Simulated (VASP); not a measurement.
# Al (P6/mmm) in VASP: settings compared

Al is run at these levels: PBEsol, LDA, PBE+D3(BJ); tasks: single point, relaxation of cell and atoms.

Everything below comes from runs of VASP 6.6.1. Logs are shortened: lines on timing, memory, paths and dates and some standing lists are left out, and cuts for length are marked.

## Step 1: The cell of the first run

Symmetry: P6/mmm, No. 191, hexagonal system. Conventional cell: a = 4.492 Å, b = 4.492 Å, c = 2.723 Å, α = 90.00°, β = 90.00°, γ = 120.00°. Within 3.4 Å of Al (site symmetry -6m2) lie 5 Al at 2.59 to 2.72 Å.

## Step 2: Single point, PBEsol

Contents of INCAR:

```
SYSTEM = Al
PREC = Accurate ; ENCUT = 520
EDIFF = 1E-6 ; ISMEAR = -1
SIGMA = 0.05 ; LREAL = .FALSE.
LASPH = .TRUE. ; NELM = 60
ALGO = Normal ; ISIF = 2
LWAVE = .FALSE. ; LCHARG = .FALSE.
GGA = PS ; NBANDS = 10
```

Contents of KPOINTS:

```
Automatic mesh
0
G
  7 7 10
  0 0 0
```

Contents of POSCAR:

```
Al
1.0
    4.4916000000      0.0000000000      0.0000000000
   -2.2458000000      3.8898400000      0.0000000000
    0.0000000000      0.0000000000      2.7226000000
Al
2
Direct
    0.3333300000      0.6666700000      0.0000000000
    0.6666700000      0.3333300000      0.0000000000
```

Potentials or basis: VASP PAW PBE potentials, release 64 (Al).

Started as:

```bash
> cat potpaw_PBE.64/Al/POTCAR > POTCAR
> mpirun -np 1 vasp_std > vasp.out
```

OUTCAR:

```text
SYSTEM = Al
   PREC = Accurate
   ENCUT = 520
   EDIFF = 1E-6
   ISMEAR = -1
   LREAL = .FALSE.
   LASPH = .TRUE.
   NELM = 60
   ISIF = 2
   GGA = PS

 ion  position               nearest neighbor table
   1  0.333  0.667  0.000-   2 2.59   2 2.59   2 2.59
   2  0.667  0.333  0.000-   1 2.59   1 2.59   1 2.59

  LATTYP: Found a hexagonal cell.
 ALAT       =     4.4916000000
 C/A-ratio  =     0.6061537091

  Lattice vectors:

 A1 = (   4.4916000000,   0.0000000000,   0.0000000000)
 A2 = (  -2.2458000000,   3.8898400000,   0.0000000000)
 A3 = (   0.0000000000,   0.0000000000,   2.7226000000)

Analysis of symmetry for initial positions (statically):
=====================================================================
 Subroutine PRICEL returns:
 Original cell was already a primitive cell.

 Routine SETGRP: Setting up the symmetry group for a
 hexagonal supercell.

 Subroutine GETGRP returns: Found  8 space group operations
 (whereof  8 operations were pure point group operations)
 out of a pool of 24 trial point group operations.

The static configuration has the point symmetry D_2h.

Analysis of symmetry for dynamics (positions and initial velocities):
=====================================================================
 Subroutine PRICEL returns:
 Original cell was already a primitive cell.

 Routine SETGRP: Setting up the symmetry group for a
 hexagonal supercell.

 Subroutine GETGRP returns: Found  8 space group operations
 (whereof  8 operations were pure point group operations)
 out of a pool of 24 trial point group operations.

The dynamic configuration has the point symmetry D_2h.

 Subroutine INISYM returns: Found  8 space group operations
 (whereof  8 operations are pure point group operations),
 and found     1 'primitive' translations

----------------------------------------------------------------------------------------

                                     Primitive cell

  volume of cell :      47.5682

  direct lattice vectors                    reciprocal lattice vectors
     4.491600000  0.000000000  0.000000000     0.222637813  0.128539991  0.000000000
    -2.245800000  3.889840000  0.000000000     0.000000000  0.257079983  0.000000000
     0.000000000  0.000000000  2.722600000     0.000000000  0.000000000  0.367295967

  length of vectors
     4.491600000  4.491600257  2.722600000     0.257079997  0.257079983  0.367295967

  position of ions in fractional coordinates (direct lattice)
     0.333330000  0.666670000  0.000000000
     0.666670000  0.333330000  0.000000000

  ion indices of the primitive-cell ions
   primitive index   ion index
                 1           1
                 2           2

----------------------------------------------------------------------------------------

 KPOINTS: Automatic mesh

Automatic generation of k-mesh.
 Grid dimensions read from file:
 generate k-points for:    7    7   10

 Generating k-lattice:

  Cartesian coordinates                     Fractional coordinates (reciprocal lattice)
     0.031805402  0.018362856  0.000000000     0.142857143  0.000000000  0.000000000
     0.000000000  0.036725712  0.000000000     0.000000000  0.142857143  0.000000000
     0.000000000  0.000000000  0.036729597     0.000000000  0.000000000  0.100000000

  Length of vectors
     0.036725714  0.036725712  0.036729597

  Shift w.r.t. Gamma in fractional coordinates (k-lattice)
     0.000000000  0.000000000  0.000000000

 Subroutine IBZKPT returns following result:
 ===========================================

 Found     96 irreducible k-points:

 Following reciprocal coordinates:
            Coordinates               Weight
  0.000000  0.000000  0.000000      1.000000
  0.142857  0.000000  0.000000      4.000000
 -0.142857  0.142857  0.000000      2.000000
  0.285714  0.000000  0.000000      4.000000
 -0.285714  0.285714  0.000000      2.000000
  0.428571  0.000000  0.000000      4.000000
[... 16 lines left out ...]
 -0.428571  0.428571  0.100000      4.000000
  0.142857  0.142857  0.100000      4.000000
 [... further k-points ...]
   k-points           NKPTS =     96   k-points in BZ     NKDIM =     96   number of bands    NBANDS=     10
   number of dos      NEDOS =    301   number of ions     NIONS =      2
   total plane-waves  NPLWV =  25920
   dimension x,y,z NGX =    36 NGY =   36 NGZ =   20
   dimension x,y,z NGXF=    72 NGYF=   72 NGZF=   40
   ions per type =               2
   NGX,Y,Z   is equivalent  to a cutoff of  13.32, 13.32, 12.21 a.u.
   NGXF,Y,Z  is equivalent  to a cutoff of  26.65, 26.65, 24.42 a.u.
 SYSTEM =  Al
   PREC   = accura    normal or accurate (medium, high low for compatibility)
   ISTART =      0    job   : 0-new  1-cont  2-samecut
   ICHARG =      2    charge: 1-file 2-atom 10-const
   ISPIN  =      1    spin polarized calculation?
   LNONCOLLINEAR =      F non collinear calculations
   LSORBIT =      F    spin-orbit coupling
   LASPH  =      T    aspherical Exc in radial PAW
   ENCUT  =  520.0 eV  38.22 Ry    6.18 a.u.   8.35  8.35  5.06*2*pi/ulx,y,z
   NELM   =     60;   NELMIN=  2; NELMDL= -5     # of ELM steps
   EDIFF  = 0.1E-05   stopping-criterion for ELM
   LREAL  =      F    real-space projection
   EDIFFG = 0.1E-04   stopping-criterion for IOM
   NSW    =      0    number of steps for IOM
   IBRION =     -1    ionic relax: 0-MD 1-quasi-New 2-CG
   NFREE  =      0    steps in history (QN), initial steepest desc. (CG)
   ISIF   =      2    stress and relaxation
   ISYM   =      2    0-nonsym 1-usesym 2-fastsym
   POTIM  = 0.5000    time-step for ionic-motion
   TEBEG  =    0.0;   TEEND  =   0.0 temperature during run
   PSTRESS=    0.0 pullay stress
   NELECT =       6.0000    total number of electrons
   NUPDOWN=      -1.0000    fix difference up-down
   EMIN   =  10.00;   EMAX   =-10.00  energy-range for DOS
   EFERMI =   0.00;   METHOD = LEGACY
   ISMEAR =    -1;   SIGMA  =   0.05  broadening in eV -4-tet -1-fermi 0-gaus
   EFERMI_NEDOS =   21; number of points for ismear=-14 and -15
   IALGO  =     38    algorithm
   IMIX   =      4    mixing-type and parameters
     AMIX     =   0.40;   BMIX     =  1.00
     AMIX_MAG =   1.60;   BMIX_MAG =  1.00
  volume/ion in A,a.u.               =      23.78       160.50
  Fermi-wavevector in a.u.,A,eV,Ry     =   0.821019  1.551500  9.171302  0.674072
  Thomas-Fermi vector in A             =   1.932104
   LORBIT       =      0    0 simple, 1 ext, 2 COOP (PROOUT), +10 PAW based schemes
   GGA     = PS    functional components
   LHFCALC =     F    Hartree Fock is set to
   AEXX    =    0.0000 exact exchange contribution
   IVDW    =     0    specifies the selected vdW correction
   LEPSILON=     F    determine dielectric tensor
   LRPA    =     F    only Hartree local field effects (RPA)
 non-spin polarized calculation
  energy-cutoff  :      520.00
  volume of cell :       47.57
 maximum number of plane-waves:      1301
 NGX is ok and might be reduce to    36
   NGX = 17   NGY = 17   NGZ = 11

 number of electron       6.0000000 magnetization

 Free energy of the ion-electron system (eV)
  ---------------------------------------------------
  ext. energy  EPLUGINS =         0.00000000
  ---------------------------------------------------
  free energy    TOTEN  =        -7.05973044 eV

  energy without entropy =       -7.05445332  energy(sigma->0) =       -7.05709188

 E-fermi :   4.1416     XC(G=0):  -8.7023

 val. band max:        4.0727983988   @ k =   0.2857   0.0000   0.3000
 cond. band min:       4.1471729426   @ k =   0.4286   0.4286   0.4000
 fundamental gap:      0.0743745438
 Fermi energy:         4.1416249740

 k-point     1 :       0.0000    0.0000    0.0000
  band No.  band energies     occupation
      1      -4.7953      2.00000
      2       3.2945      2.00000
      3       3.2947      2.00000
      4       3.7490      1.99922
      5       6.3454      0.00000
      6       6.3456      0.00000
      7       9.5159      0.00000
      8      13.7047      0.00000
      9      14.1712      0.00000
     10      20.2830      0.00000

 k-point     2 :       0.1429    0.0000    0.0000
  band No.  band energies     occupation
      1      -4.6179      2.00000
      2       1.6171      2.00000
      3       2.9862      2.00000
      4       4.9110      0.00000
      5       6.4683      0.00000
      6       7.0210      0.00000
      7      10.5663      0.00000
      8      13.8500      0.00000
      9      14.2104      0.00000
     10      18.9816      0.00000

 k-point     3 :      -0.1429    0.1429    0.0000
  band No.  band energies     occupation
      1      -4.6179      2.00000
      2       1.6172      2.00000
      3       2.9861      2.00000
      4       4.9109      0.00000
      5       6.4683      0.00000
      6       7.0211      0.00000
      7      10.5663      0.00000
      8      13.8500      0.00000
      9      14.2104      0.00000
     10      18.9821      0.00000

 k-point     4 :       0.2857    0.0000    0.0000
  band No.  band energies     occupation
      1      -4.1009      2.00000
      2      -0.1269      2.00000
      3       2.5024      2.00000
      4       4.6056      0.00019
      5       8.2046      0.00000
      6       8.6036      0.00000
      7      12.6732      0.00000
      8      14.1545      0.00000
      9      14.2714      0.00000
     10      16.1277      0.00000

 k-point     5 :      -0.2857    0.2857    0.0000
  band No.  band energies     occupation
      1      -4.1009      2.00000
      2      -0.1268      2.00000
      3       2.5023      2.00000
      4       4.6055      0.00019
      5       8.2046      0.00000
      6       8.6037      0.00000
      7      12.6732      0.00000
      8      14.1546      0.00000
      9      14.2714      0.00000
     10      16.1278      0.00000

 k-point     6 :       0.4286    0.0000    0.0000
  band No.  band energies     occupation
      1      -3.3608      2.00000
      2      -1.5038      2.00000
      3       2.2141      2.00000
      4       4.2542      0.19054
      5      10.3655      0.00000
      6      10.7112      0.00000
      7      12.4536      0.00000
      8      13.2502      0.00000
      9      14.8621      0.00000
     10      15.6175      0.00000
[... 183 lines left out ...]
 k-point    21 :      -0.2857    0.2857    0.1000
  band No.  band energies     occupation
      1      -3.9038      2.00000
      2       0.0641      2.00000
      3       2.6802      2.00000
      4       4.7882      0.00000
      5       8.3208      0.00000
      6       8.7834      0.00000
      7      10.8396      0.00000
      8      13.5525      0.00000
      9      15.2810      0.00000
     10      16.2107      0.00000

 k-point    22 :       0.4286    0.0000    0.1000
  band No.  band energies     occupation
      1      -3.1643      2.00000
      2      -1.3108      2.00000
      3       2.3926      2.00000
      4       4.4394      0.00517
      5      10.2109      0.00000
      6      10.8876      0.00000
      7      11.3737      0.00000
      8      13.4204      0.00000
      9      13.9512      0.00000
     10      14.5046      0.00000

 k-point    23 :      -0.4286    0.4286    0.1000
  band No.  band energies     occupation
      1      -3.1644      2.00000
      2      -1.3106      2.00000
      3       2.3926      2.00000
      4       4.4393      0.00518
      5      10.2109      0.00000
      6      10.8877      0.00000
      7      11.3738      0.00000
      8      13.4205      0.00000
      9      13.9510      0.00000
     10      14.5049      0.00000

 k-point    24 :       0.1429    0.1429    0.1000
  band No.  band energies     occupation
      1      -4.0719      2.00000
      2       0.5843      2.00000
      3       2.4579      2.00000
      4       5.9434      0.00000
      5       6.4656      0.00000
      6       8.8973      0.00000
      7      10.6337      0.00000
      8      12.9130      0.00000
      9      15.7227      0.00000
     10      16.0864      0.00000

 [... further k-points ...]

------------------------ aborting loop because EDIFF is reached ----------------------------------------

  FORCE on cell =-STRESS in cart. coord.  units (eV):
  Direction    XX          YY          ZZ          XY          YZ          ZX
  --------------------------------------------------------------------------------------
  -------------------------------------------------------------------------------------
  Total        0.2939120      0.2943174     -0.0646253      0.0003510      0.0000000      0.0000000
  in kB        9.8994547      9.9131089     -2.1766892      0.0118236      0.0000000      0.0000000
  external PRESSURE =       5.8786248 kB  Pullay stress =       0.0000000 kB

 VOLUME and BASIS-vectors are now :
 -----------------------------------------------------------------------------
  energy-cutoff  :      520.00
  volume of cell :       47.57
      direct lattice vectors                 reciprocal lattice vectors
     4.491600000  0.000000000  0.000000000     0.222637813  0.128539991  0.000000000
    -2.245800000  3.889840000  0.000000000     0.000000000  0.257079983  0.000000000
     0.000000000  0.000000000  2.722600000     0.000000000  0.000000000  0.367295967

 POSITION                                       TOTAL-FORCE (eV/Angst)
 -----------------------------------------------------------------------------------
     -0.00002      2.59324      0.00000         0.000293     -0.000169      0.000000
      2.24582      1.29660      0.00000        -0.000293      0.000169      0.000000
 -----------------------------------------------------------------------------------
    total drift:                               -0.000000      0.000000     -0.000000

  FREE ENERGIE OF THE ION-ELECTRON SYSTEM (eV)
  ---------------------------------------------------
  free  energy   TOTEN  =        -7.0597304412 eV

  energy  without entropy=       -7.0544533198  energy(sigma->0) =       -7.05709188
```

It took 35 s on 1 thread of AMD EPYC 7R13 (Zen 3), shared host; peak memory 0.14 GiB.

Results:

```
Free energy            : -7.0597 eV
Pressure               : 0.6 GPa
Band gap on the k mesh : zero (band 3 reaches 6.63 eV, above the bottom of band 4 at 3.13 eV)
```

Stress tensor (GPa, compression positive):
```
 0.99  0.00  0.00
 0.00  0.99  0.00
 0.00  0.00 -0.22
```

Caveat: the PAW data sets were made with another functional, which shifts forces and pressure a little.

## Step 3: Relaxation of cell and atoms, LDA

Contents of INCAR:

```
SYSTEM = Al
PREC = Accurate ; ENCUT = 600
EDIFF = 1E-6 ; ISMEAR = -1
SIGMA = 0.05 ; LREAL = .FALSE.
LASPH = .TRUE. ; NELM = 60
ALGO = Normal ; ISIF = 3
LWAVE = .FALSE. ; LCHARG = .FALSE.
GGA = CA ; IBRION = 2
NSW = 60 ; EDIFFG = -0.01
```

Contents of KPOINTS:

```
regular mesh
0
G
  7 7 10
  0 0 0
```

POSCAR is that of step 2.

Potentials or basis: VASP PAW LDA potentials, release 64 (Al).

Started as:

```bash
> cat potpaw_LDA.64/Al/POTCAR > POTCAR
> mpirun -np 1 vasp_std > vasp.out
```

OUTCAR:

```text
SYSTEM = Al
   PREC = Accurate
   ENCUT = 600
   EDIFF = 1E-6
   ISMEAR = -1
   LREAL = .FALSE.
   LASPH = .TRUE.
   NELM = 60
   ISIF = 3
   GGA = CA
   IBRION = 2
   NSW = 60
   EDIFFG = -0.01

 ion  position               nearest neighbor table
   1  0.333  0.667  0.000-   2 2.59   2 2.59   2 2.59
   2  0.667  0.333  0.000-   1 2.59   1 2.59   1 2.59

  LATTYP: Found a hexagonal cell.
 ALAT       =     4.4916000000
 C/A-ratio  =     0.6061537091

  Lattice vectors:

 A1 = (   4.4916000000,   0.0000000000,   0.0000000000)
 A2 = (  -2.2458000000,   3.8898400000,   0.0000000000)
 A3 = (   0.0000000000,   0.0000000000,   2.7226000000)

Analysis of symmetry for initial positions (statically):
[... 251 lines left out ...]
  free energy    TOTEN  =        -7.31376021 eV

  energy without entropy =       -7.30839032  energy(sigma->0) =       -7.31107526

 E-fermi :   4.1014     XC(G=0):  -8.8039

 val. band max:        4.0241681769   @ k =   0.2857   0.0000   0.3000
 cond. band min:       4.1197916157   @ k =   0.4286   0.4286   0.4000
 fundamental gap:      0.0956234388
 Fermi energy:         4.1014466863

 k-point     1 :       0.0000    0.0000    0.0000
  band No.  band energies     occupation
      1      -4.8932      2.00000
      2       3.2203      2.00000
      3       3.2204      2.00000
      4       3.5802      1.99994
      5       6.2954      0.00000
      6       6.2954      0.00000
      7       9.4652      0.00000
[... 221 lines left out ...]
 k-point    24 :       0.1429    0.1429    0.1000
  band No.  band energies     occupation
      1      -4.1680      2.00000
      2       0.4801      2.00000
      3       2.3939      2.00000
      4       5.8361      0.00000
      5       6.4080      0.00000
      6       8.8227      0.00000
      7      10.6787      0.00000

 [... further k-points ...]
[... 5 lines left out ...]
  --------------------------------------------------------------------------------------
  -------------------------------------------------------------------------------------
  Total       -0.0193712     -0.0193967      0.0071473     -0.0000221      0.0000000      0.0000000
  in kB       -0.6595273     -0.6603970      0.2433446     -0.0007531      0.0000000      0.0000000
  external PRESSURE =      -0.3588599 kB  Pullay stress =       0.0000000 kB
[... 17 lines left out ...]
  FREE ENERGIE OF THE ION-ELECTRON SYSTEM (eV)
  ---------------------------------------------------
  free  energy   TOTEN  =        -7.3137602061 eV

  energy  without entropy=       -7.3083903221  energy(sigma->0) =       -7.31107526

 reached required accuracy - stopping structural energy minimisation
```

OSZICAR:

```text
N       E                     dE             d eps       ncg     rms          rms(c)
DAV:   1     0.316967116446E+01    0.31697E+01   -0.24269E+03  1344   0.723E+02
DAV:   2    -0.724273553730E+01   -0.10412E+02   -0.10046E+02  1897   0.569E+01
DAV:   3    -0.736920266973E+01   -0.12647E+00   -0.12462E+00  1834   0.801E+00
DAV:   4    -0.736996090640E+01   -0.75824E-03   -0.75821E-03  2065   0.645E-01
[... 13 lines left out ...]
DAV:   5    -0.731375430710E+01    0.41018E-06   -0.46929E-07   924   0.442E-03
   2 F= -.73137543E+01 E0= -.73110730E+01  d E =-.147761E-02
       N       E                     dE             d eps       ncg     rms          rms(c)
DAV:   1    -0.731376252611E+01   -0.78088E-05   -0.12027E-04  1666   0.616E-02    0.773E-03
DAV:   2    -0.731376101323E+01    0.15129E-05   -0.24162E-06  1554   0.102E-02    0.398E-03
DAV:   3    -0.731376020613E+01    0.80710E-06   -0.15931E-06   721   0.602E-03
   3 F= -.73137602E+01 E0= -.73110753E+01  d E =-.148351E-02
```

CONTCAR:

```text
Al
   1.00000000000000
     4.4851598467923282    0.0000335615152149    0.0000000000000000
    -2.2425508582691842    3.8842794432058239    0.0000000000000000
     0.0000000000000000    0.0000000000000000    2.7011149877824994
  Al
     2
Direct
     0.3333318754899331    0.6666681245100670    0.0000000000000000
     0.6666681245100670    0.3333318754899330    0.0000000000000000

  0.00000000E+00  0.00000000E+00  0.00000000E+00
  0.00000000E+00  0.00000000E+00  0.00000000E+00
```

Run time: 70 s. Hardware: 1 thread of AMD EPYC 7R13 (Zen 3), shared host; peak memory 0.14 GiB.

What came out:

| Property | Result |
| --- | --- |
| Free energy | -7.3138 eV |
| Relaxed volume | 23.53 Å³/atom |
| Relaxed cell | a = 4.485 Å, b = 4.485 Å, c = 2.701 Å, α = 90.00°, β = 90.00°, γ = 120.00° |
| Space group after relaxing (to 0.05 Å) | P6/mmm (No. 191) |
| Energy gained by relaxing | 0.7 meV/atom |
| Ionic steps | 3 |
| Pressure after relaxing | 0.0 GPa |
| Band gap on the k mesh | zero (band 3 reaches 6.60 eV, above the bottom of band 4 at 3.08 eV) |

Stress tensor (GPa, compression positive):
```
-0.07  0.00  0.00
 0.00 -0.07  0.00
 0.00  0.00  0.02
```

The path:
| step | energy change (eV) | largest force (eV/Å) | pressure (GPa) | volume (Å³) |
| --- | --- | --- | --- | --- |
| 1 | 0.0000 | 0.0003 | -0.53 | 47.57 |
| 2 | -0.0015 | 0.0000 | 0.00 | 47.03 |
| 3 | -0.0015 | 0.0000 | -0.04 | 47.06 |

Final structure:
```cif
data_structure
_symmetry_space_group_name_H-M 'P 1'
_symmetry_Int_Tables_number 1
_cell_length_a 4.4852
_cell_length_b 4.4852
_cell_length_c 2.7011
_cell_angle_alpha 90.000
_cell_angle_beta 90.000
_cell_angle_gamma 119.999
_cell_volume 47.06
loop_
_atom_site_label
_atom_site_type_symbol
_atom_site_fract_x
_atom_site_fract_y
_atom_site_fract_z
_atom_site_occupancy
Al1 Al 0.33333 0.66667 0.00000 1
Al2 Al 0.66667 0.33333 0.00000 1
```

[end of part 1 of 2]
